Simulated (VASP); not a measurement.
# TaN (P6/mmm) in VASP: single point with LDA+U

Aim: the single point of TaN with LDA+U.

Everything below comes from runs of VASP 6.6.1. Logs are shortened: lines on timing, memory, paths and dates and some standing lists are left out, and cuts for length are marked.

## (1) The cell of the first run

Symmetry: P6/mmm, No. 191, hexagonal system. The conventional cell has a = 5.185 Å, b = 5.185 Å, c = 2.908 Å, α = 90.00°, β = 90.00°, γ = 120.00°. Ta (site symmetry 6/mmm) has 6 N at 2.59 Å and 14 Ta at 2.91 to 3.33 Å within 3.4 Å. Ta (site symmetry -6m2) has 6 N at 2.09 Å and 5 Ta at 2.91 to 2.99 Å within 3.0 Å. N (site symmetry mmm) has 6 Ta at 2.09 to 2.59 Å and 6 N at 2.59 to 2.91 Å within 3.0 Å.

## (2) Single point, LDA+U, collinear spin, zero start

The input, INCAR:

```
PREC = Accurate
ENCUT = 700
EDIFF = 1E-6
ISMEAR = 0
SIGMA = 0.05
LREAL = False
LASPH = True
NELM = 200
ALGO = Normal
ISIF = 2
LWAVE = False
LCHARG = True
ISPIN = 2
MAGMOM = 0 0 0 0 0 0
LORBIT = 11
LMAXMIX = 4
LDAU = True
LDAUTYPE = 2
LDAUL = 2 -1
LDAUU = 4 0
LDAUJ = 0 0
LDAUPRINT = 1
LELF = True
LVHAR = True
NBANDS = 40
GGA_COMPAT = False
```

The input, KPOINTS:

```
regular mesh
0
Gamma
  4 4 7
```

The input, POSCAR:

```
TaN
1.0
    5.1850002000      0.0000000000      0.0000000000
   -2.5925001000      4.4903418900      0.0000000000
    0.0000000000      0.0000000000      2.9080005300
Ta N
3 3
Direct
    0.0000000000      0.0000000000      0.0000000000
    0.3333333333      0.6666666667      0.5000000000
    0.6666666667      0.3333333333      0.5000000000
    0.5000000000      0.0000000000      0.0000000000
    0.5000000000      0.5000000000      0.0000000000
    0.0000000000      0.5000000000      0.0000000000
```

Potentials or basis: VASP PAW LDA potentials, release 64 (Ta_sv_GW, N).

Launch:

```bash
> cat potpaw_LDA.64/Ta_sv_GW/POTCAR potpaw_LDA.64/N/POTCAR > POTCAR
> mpirun -np 1 vasp_std > vasp.out
```

OUTCAR:

```text
PREC = Accurate
   ENCUT = 700
   EDIFF = 1E-6
   ISMEAR = 0
   LREAL = False
   LASPH = True
   NELM = 200
   ISIF = 2
   ISPIN = 2
   LORBIT = 11

 ion  position               nearest neighbor table
   1  0.000  0.000  0.000-
   2  0.333  0.667  0.500-   4 2.09   4 2.09   6 2.09   6 2.09   5 2.09   5 2.09   3 2.99   3 2.99
                             3 2.99
   3  0.667  0.333  0.500-   4 2.09   4 2.09   6 2.09   6 2.09   5 2.09   5 2.09   2 2.99   2 2.99
                             2 2.99
   4  0.500  0.000  0.000-   2 2.09   3 2.09   2 2.09   3 2.09
   5  0.500  0.500  0.000-   2 2.09   3 2.09   2 2.09   3 2.09
   6  0.000  0.500  0.000-   2 2.09   3 2.09   2 2.09   3 2.09

  LATTYP: Found a hexagonal cell.
 ALAT       =     5.1850002000
 C/A-ratio  =     0.5608486823

  Lattice vectors:

 A1 = (   5.1850002000,   0.0000000000,   0.0000000000)
 A2 = (  -2.5925001000,   4.4903418900,   0.0000000000)
 A3 = (   0.0000000000,   0.0000000000,   2.9080005300)

Analysis of symmetry for initial positions (statically):
=====================================================================
 Subroutine PRICEL returns:
 Original cell was already a primitive cell.

 Routine SETGRP: Setting up the symmetry group for a
 hexagonal supercell.

 Subroutine GETGRP returns: Found 24 space group operations
 (whereof 24 operations were pure point group operations)
 out of a pool of 24 trial point group operations.

The static configuration has the point symmetry D_6h.

Analysis of symmetry for dynamics (positions and initial velocities):
=====================================================================
 Subroutine PRICEL returns:
 Original cell was already a primitive cell.

 Routine SETGRP: Setting up the symmetry group for a
 hexagonal supercell.

 Subroutine GETGRP returns: Found 24 space group operations
 (whereof 24 operations were pure point group operations)
 out of a pool of 24 trial point group operations.

The dynamic configuration has the point symmetry D_6h.

Analysis of structural, dynamic, and magnetic symmetry:
=====================================================================
 Subroutine PRICEL returns:
 Original cell was already a primitive cell.

 Routine SETGRP: Setting up the symmetry group for a
 hexagonal supercell.

 Subroutine GETGRP returns: Found 24 space group operations
 (whereof 24 operations were pure point group operations)
 out of a pool of 24 trial point group operations.

The overall configuration has the point symmetry D_6h.

 Subroutine INISYM returns: Found 24 space group operations
 (whereof 24 operations are pure point group operations),
 and found     1 'primitive' translations

----------------------------------------------------------------------------------------

                                     Primitive cell

  volume of cell :      67.7053

  direct lattice vectors                    reciprocal lattice vectors
     5.185000200  0.000000000  0.000000000     0.192864023  0.111350096  0.000000000
    -2.592500100  4.490341890  0.000000000     0.000000000  0.222700192  0.000000000
     0.000000000  0.000000000  2.908000530     0.000000000  0.000000000  0.343878892

  length of vectors
     5.185000200  5.185000198  2.908000530     0.222700192  0.222700192  0.343878892

  position of ions in fractional coordinates (direct lattice)
     0.000000000  0.000000000  0.000000000
     0.333333333  0.666666667  0.500000000
[... 88 lines left out ...]
   NUPDOWN=      -1.0000    fix difference up-down
   EMIN   =  10.00;   EMAX   =-10.00  energy-range for DOS
   EFERMI =   0.00;   METHOD = LEGACY
   ISMEAR =     0;   SIGMA  =   0.05  broadening in eV -4-tet -1-fermi 0-gaus
   EFERMI_NEDOS =   21; number of points for ismear=-14 and -15
   IALGO  =     38    algorithm
   IMIX   =      4    mixing-type and parameters
     AMIX     =   0.40;   BMIX     =  1.00
     AMIX_MAG =   1.60;   BMIX_MAG =  1.00
  volume/ion in A,a.u.               =      11.28        76.15
  Fermi-wavevector in a.u.,A,eV,Ry     =   1.518210  2.869001 31.360909  2.304962
  Thomas-Fermi vector in A             =   2.627361
   LORBIT       =     11    0 simple, 1 ext, 2 COOP (PROOUT), +10 PAW based schemes
 LDA+U is selected, type is set to LDAUTYPE =  2
   angular momentum for each species LDAUL =     2   -1
   U (eV)           for each species LDAUU =   4.0  0.0
   J (eV)           for each species LDAUJ =   0.0  0.0
   GGA     = CA    functional components
   LHFCALC =     F    Hartree Fock is set to
   AEXX    =    0.0000 exact exchange contribution
   IVDW    =     0    specifies the selected vdW correction
   LEPSILON=     F    determine dielectric tensor
   LRPA    =     F    only Hartree local field effects (RPA)
 spin polarized calculation
 Gauss-broadening in eV      SIGMA  =   0.05
  energy-cutoff  :      700.00
  volume of cell :       67.71
 maximum number of plane-waves:      2864
 NGX is ok and might be reduce to    48
   NGX = 23   NGY = 23   NGZ = 13

 number of electron      54.0000000 magnetization       0.0001207

atom =   1  type =  1  l = 2

 onsite density matrix

spin component  1
[... 83 lines left out ...]
  o =  0.2072  v =  0.0000  0.0000  0.0000  0.0000  0.0000  1.0000  0.0000  0.0000  0.0000  0.0000      0.0000  0.0000  0.0000  0.0000  0.0000  0.0000  0.0000  0.0000  0.0000  0.0000
  o =  0.2072  v =  0.0000  0.0000  0.0000  0.0000  0.0000  0.0000 -0.0000  0.0000  0.0000  1.0000      0.0000  0.0000  0.0000  0.0000  0.0000  0.0000  0.0000  0.0000  0.0000  0.0000
  o =  0.2073  v =  1.0000  0.0000  0.0000  0.0000  0.0000  0.0000  0.0000  0.0000  0.0000  0.0000      0.0000  0.0000  0.0000  0.0000  0.0000  0.0000  0.0000  0.0000  0.0000  0.0000
  o =  0.2073  v =  0.0000  0.0000  0.0000 -0.0000  1.0000  0.0000  0.0000  0.0000  0.0000  0.0000      0.0000  0.0000  0.0000  0.0000  0.0000  0.0000  0.0000  0.0000  0.0000  0.0000
  o =  0.2344  v =  0.0000  1.0000 -0.0000 -0.0000 -0.0000  0.0000  0.0000  0.0000  0.0000  0.0000      0.0000  0.0000  0.0000  0.0000  0.0000  0.0000  0.0000  0.0000  0.0000  0.0000
  o =  0.2344  v =  0.0000 -0.0000  0.0000 -1.0000 -0.0000  0.0000  0.0000  0.0000  0.0000  0.0000      0.0000  0.0000  0.0000  0.0000  0.0000  0.0000  0.0000  0.0000  0.0000  0.0000
  o =  0.2344  v =  0.0000  0.0000  0.0000  0.0000  0.0000  0.0000  1.0000  0.0000 -0.0000  0.0000      0.0000  0.0000  0.0000  0.0000  0.0000  0.0000  0.0000  0.0000  0.0000  0.0000
  o =  0.2344  v =  0.0000  0.0000  0.0000  0.0000  0.0000  0.0000 -0.0000  0.0000 -1.0000  0.0000      0.0000  0.0000  0.0000  0.0000  0.0000  0.0000  0.0000  0.0000  0.0000  0.0000
  o =  0.2598  v =  0.0000  0.0000  0.0000  0.0000  0.0000  0.0000 -0.0000  1.0000  0.0000 -0.0000      0.0000  0.0000  0.0000  0.0000  0.0000  0.0000  0.0000  0.0000  0.0000  0.0000
  o =  0.2598  v =  0.0000  0.0000  1.0000  0.0000 -0.0000  0.0000  0.0000  0.0000  0.0000  0.0000      0.0000  0.0000  0.0000  0.0000  0.0000  0.0000  0.0000  0.0000  0.0000  0.0000

 number of electron      54.0000000 magnetization      -0.0000036

 Free energy of the ion-electron system (eV)
  ---------------------------------------------------
  ext. energy  EPLUGINS =         0.00000000
  ---------------------------------------------------
  free energy    TOTEN  =       -68.30432541 eV

  energy without entropy =      -68.30316389  energy(sigma->0) =      -68.30374465

 E-fermi :  12.4372     XC(G=0): -13.6769

 val. band max:       12.3882668377   @ k =   0.2500   0.0000   0.4286
 cond. band min:      12.6502284797   @ k =   0.0000   0.0000   0.2857
 fundamental gap:      0.2619616421
 Fermi energy:        12.4371601022

 spin component 1

 k-point     1 :       0.0000    0.0000    0.0000
  band No.  band energies     occupation
      1     -57.2540      1.00000
      2     -57.2044      1.00000
      3     -57.0740      1.00000
      4     -24.3348      1.00000
      5     -24.3348      1.00000
      6     -24.0059      1.00000
[... 661 lines left out ...]
     38      18.5299      0.00000
     39      19.4019      0.00000
 Fermi energy:        12.4371601022

 spin component 2

 k-point     1 :       0.0000    0.0000    0.0000
  band No.  band energies     occupation
      1     -57.2540      1.00000
      2     -57.2044      1.00000
      3     -57.0740      1.00000
      4     -24.3348      1.00000
      5     -24.3348      1.00000
      6     -24.0059      1.00000
[... 661 lines left out ...]
     38      18.5298      0.00000
     39      19.4019      0.00000
 [bands above 39 left out]

------------------------ aborting loop because EDIFF is reached ----------------------------------------

  FORCE on cell =-STRESS in cart. coord.  units (eV):
  Direction    XX          YY          ZZ          XY          YZ          ZX
  --------------------------------------------------------------------------------------
  -------------------------------------------------------------------------------------
  Total        3.3772754      3.3772754      4.1249753      0.0000000     -0.0000000     -0.0000000
  in kB       79.9197997     79.9197996     97.6133611      0.0000000     -0.0000000     -0.0000000
  external PRESSURE =      85.8176534 kB  Pullay stress =       0.0000000 kB

 VOLUME and BASIS-vectors are now :
 -----------------------------------------------------------------------------
  energy-cutoff  :      700.00
  volume of cell :       67.71
      direct lattice vectors                 reciprocal lattice vectors
     5.185000200  0.000000000  0.000000000     0.192864023  0.111350096  0.000000000
    -2.592500100  4.490341890  0.000000000     0.000000000  0.222700192  0.000000000
     0.000000000  0.000000000  2.908000530     0.000000000  0.000000000  0.343878892

 POSITION                                       TOTAL-FORCE (eV/Angst)
 -----------------------------------------------------------------------------------
      0.00000      0.00000      0.00000         0.000000      0.000000      0.000000
     -0.00000      2.99356      1.45400        -0.000000     -0.000000      0.000000
      2.59250      1.49678      1.45400         0.000000     -0.000000      0.000000
      2.59250      0.00000      0.00000         0.000000      0.000000      0.000000
      1.29625      2.24517      0.00000         0.000000      0.000000      0.000000
     -1.29625      2.24517      0.00000         0.000000      0.000000      0.000000
 -----------------------------------------------------------------------------------
    total drift:                               -0.000000      0.000000     -0.000000

  FREE ENERGIE OF THE ION-ELECTRON SYSTEM (eV)
  ---------------------------------------------------
  free  energy   TOTEN  =       -68.3043254123 eV

  energy  without entropy=      -68.3031638911  energy(sigma->0) =      -68.30374465

 total charge

# of ion       s       p       d       f       tot
--------------------------------------------------
    1        3.167   6.023   2.064   0.036  11.289
    2        3.213   6.089   2.237   0.194  11.734
    3        3.213   6.089   2.237   0.194  11.734
    4        1.236   2.555   0.000   0.000   3.791
    5        1.236   2.555   0.000   0.000   3.791
    6        1.236   2.555   0.000   0.000   3.791
--------------------------------------------------
tot         13.300  25.867   6.539   0.424  46.129

 magnetization (x)

# of ion       s       p       d       f       tot
--------------------------------------------------
    1        0.000  -0.000   0.000  -0.000   0.000
    2       -0.000  -0.000  -0.000   0.000  -0.000
    3       -0.000  -0.000  -0.000   0.000  -0.000
    4        0.000   0.000   0.000   0.000   0.000
    5        0.000   0.000   0.000   0.000   0.000
    6        0.000   0.000   0.000   0.000   0.000
--------------------------------------------------
tot         -0.000   0.000  -0.000   0.000  -0.000
```

Run time: 6.4 min. Hardware: 1 thread of AMD EPYC 7R43 (Zen 3), shared host; peak memory 0.23 GiB.

What came out:

```
Free energy                                           : -68.3043 eV
Pressure                                              : 8.6 GPa
Band gap on the k mesh                                : zero (filled and empty bands overlap)
Net moment                                            : 0.00 μB per cell
Valence electrons inside the program's atomic spheres : Ta 11.29, 11.73 (each value once); N 3.79
```

Levels at points of the mesh, in eV from the Fermi level:
Spin up:
```
           k point  band 23  band 24  band 25  band 26  band 27  band 28  band 29  band 30  band 31  band 32
(0.00, 0.00, 0.00)    -3.13    -3.13    -2.72    -2.09    -1.10    -1.10     0.92     0.92     1.00     2.39
(0.50, 0.00, 0.00)    -4.73    -3.56    -3.04    -1.86    -0.66     1.44     1.96     2.05     2.37     2.45
```
Spin down:
| k point | band 24 | band 25 | band 26 | band 27 | band 28 | band 29 | band 30 | band 31 |
| --- | --- | --- | --- | --- | --- | --- | --- | --- |
| (0.00, 0.00, 0.00) | -3.13 | -2.72 | -2.09 | -1.10 | -1.10 | 0.92 | 0.92 | 1.00 |
| (0.50, 0.00, 0.00) | -3.56 | -3.04 | -1.86 | -0.66 | 1.44 | 1.96 | 2.05 | 2.37 |

Eigenvalues of the final occupation matrices:
| site | spin | trace | eigenvalues |
| --- | --- | --- | --- |
| site 1 d | 1 | 1.05 | 0.15 0.15 0.24 0.24 0.26 |
| site 1 d | 2 | 1.05 | 0.15 0.15 0.24 0.24 0.26 |
| site 2 d | 1 | 1.14 | 0.21 0.21 0.23 0.23 0.26 |
| site 2 d | 2 | 1.14 | 0.21 0.21 0.23 0.23 0.26 |
| site 3 d | 1 | 1.14 | 0.21 0.21 0.23 0.23 0.26 |
| site 3 d | 2 | 1.14 | 0.21 0.21 0.23 0.23 0.26 |

Caveat: the cell stands under pressure; spin-orbit coupling is left out, which moves the levels of the heavy elements.

The gap in the log of VASP goes by the Fermi energy; the results here count the filled bands.